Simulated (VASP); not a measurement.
A run of VASP 6.6.1:

Contents of INCAR:

```
SYSTEM = CsCdCl3
PREC = Accurate ; ENCUT = 520
EDIFF = 1E-6 ; ISMEAR = 0
SIGMA = 0.02 ; LREAL = .FALSE.
LASPH = .TRUE. ; NELM = 60
ALGO = Normal ; ISIF = 2
LWAVE = .FALSE. ; LCHARG = .TRUE.
LELF = .TRUE. ; LVHAR = .TRUE.
NBANDS = 29
```

KPOINTS

```
Automatic mesh
0
G
  6 6 6
  0 0 0
```

The input POSCAR:

```
CsCdCl3
1.0
    5.1121726469      0.0000000000      0.0000000000
    0.0000000000      5.1121726469      0.0000000000
    0.0000000000      0.0000000000      5.2144160999
Cs Cd Cl
1 1 3
Direct
    0.0000000000      0.0000000000      0.0000000000
    0.5000000000      0.5000000000      0.5000000000
    0.0000000000      0.5000000000      0.5000000000
    0.5000000000      0.0000000000      0.5000000000
    0.5000000000      0.5000000000      0.0000000000
```

Potentials or basis: VASP PAW LDA potentials, release 64 (Cs_sv, Cd, Cl).

Command:

```sh
$ cat potpaw_LDA.64/Cs_sv/POTCAR potpaw_LDA.64/Cd/POTCAR potpaw_LDA.64/Cl/POTCAR > POTCAR
$ mpirun -np 1 vasp_std > vasp.out
```

Hardware: 1 thread of Oxide Virtual Turin-like Processor (shared host).

Question: How long does it take, and how much memory?

Answer: Wall time 2.7 min on 1 thread of Oxide Virtual Turin-like Processor, with other jobs on the host, peak memory 0.26 GiB. Counts: scf iterations 13, k points 40.
